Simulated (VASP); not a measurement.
Here is a VASP 6.6.1 calculation.

Contents of INCAR:

```
SYSTEM = SrCaZnWO6
ALGO     = Normal         ! electronic algorithm
EDIFF    = 1E-6           ! SCF threshold, eV
ENCUT    = 910            ! plane-wave cutoff, eV
GGA      = PE             ! functional
GGA_COMPAT= .False.      
ISIF     = 2              ! what is computed and relaxed
ISMEAR   = 0              ! smearing method
LASPH    = .True.         ! aspherical terms in the spheres
LCHARG   = .True.         ! write CHGCAR
LELF     = .True.         ! ELF
LREAL    = .False.        ! projectors in reciprocal space
LVHAR    = .True.       
LWAVE    = .False.        ! write WAVECAR
NBANDS   = 52             ! bands
NELM     = 120            ! most SCF steps
PREC     = Accurate       ! precision mode
SIGMA    = 0.01           ! smearing width, eV
```

Contents of KPOINTS:

```
k-points
0
Gamma
  4 4 4
  0 0 0
```

The input POSCAR:

```
SrCaZnWO6
1.0
    0.0000000000      4.0088460000      4.0088460000
    4.0088460000      0.0000000000      4.0088460000
    4.0088460000      4.0088460000      0.0000000000
Sr Ca Zn W O
1 1 1 1 6
Direct
    0.2500000000      0.2500000000      0.2500000000
    0.7500000000      0.7500000000      0.7500000000
    0.0000000000      0.0000000000      0.0000000000
    0.5000000000      0.5000000000      0.5000000000
    0.7420100000      0.2579900000      0.2579900000
    0.2579900000      0.7420100000      0.7420100000
    0.7420100000      0.7420100000      0.2579900000
    0.2579900000      0.2579900000      0.7420100000
    0.2579900000      0.7420100000      0.2579900000
    0.7420100000      0.2579900000      0.7420100000
```

Potentials or basis: VASP PAW PBE potentials, release 64 (Sr_sv, Ca_sv, Zn, W_sv, O_h).

Run with:

```console
$ cat potpaw_PBE.64/Sr_sv/POTCAR potpaw_PBE.64/Ca_sv/POTCAR potpaw_PBE.64/Zn/POTCAR potpaw_PBE.64/W_sv/POTCAR potpaw_PBE.64/O_h/POTCAR > POTCAR
$ mpirun -np 1 vasp_std > vasp.out
```

Task: Predict the pressure.

Result: -3.0 GPa.

Task: Predict the band gap on the k mesh.

Result: 2.79 eV (least direct gap 3.00 eV).

Task: Estimate the largest force.

Result: 0.471 eV/Å.

Forces on the atoms (eV/Å):
```
Sr   0.000  0.000  0.000
Ca   0.000  0.000  0.000
Zn   0.000  0.000  0.000
W    0.000  0.000  0.000
O    0.471  0.000  0.000
O   -0.471  0.000  0.000
O    0.000  0.000 -0.471
O    0.000  0.000  0.471
O    0.000  0.471  0.000
O    0.000 -0.471  0.000
```

Caveat: the cutoff is under 1.25 times the usual one of these potentials, so pressure, stress and relaxed cells hold a basis-set (Pulay) error; spin-orbit coupling is left out, which moves the levels of the heavy elements. A k mesh can miss the band edges.
